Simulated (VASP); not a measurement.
Mg3SiO:

```xyz
5
Lattice="4.1836 0.0000 0.0000 0.0000 4.1836 0.0000 0.0000 0.0000 4.1836" Properties=species:S:1:pos:R:3 pbc="T T T"
Si    0.0000    0.0000    0.0000
O     2.0918    2.0918    2.0918
Mg    2.0918    2.0918    0.0000
Mg    2.0918    0.0000    2.0918
Mg    0.0000    2.0918    2.0918
```

Base run:

- Program: VASP 6.6.1
- Functional: r2SCAN
- Potentials or basis: VASP PAW PBE potentials, release 64 (Si, O, Mg)
- Cutoff: 520 eV
- k mesh: 6 × 6 × 6
- Occupations: fermi-dirac, width 0.02 eV
- Spin: no spin polarisation

Its results: band gap on the k mesh 0.26 eV; pressure -0.6 GPa.

The run is repeated on the same cell with these changes: functional from r2SCAN to HSE06; k mesh from 6 × 6 × 6 to 4 × 4 × 4. What comes out?

Band gap on the k mesh 0.21 eV; pressure 0.1 GPa.

Several settings changed at once.

Caveats: the PAW data sets were made with another functional, which shifts forces and pressure a little.

A k mesh can miss the band edges.
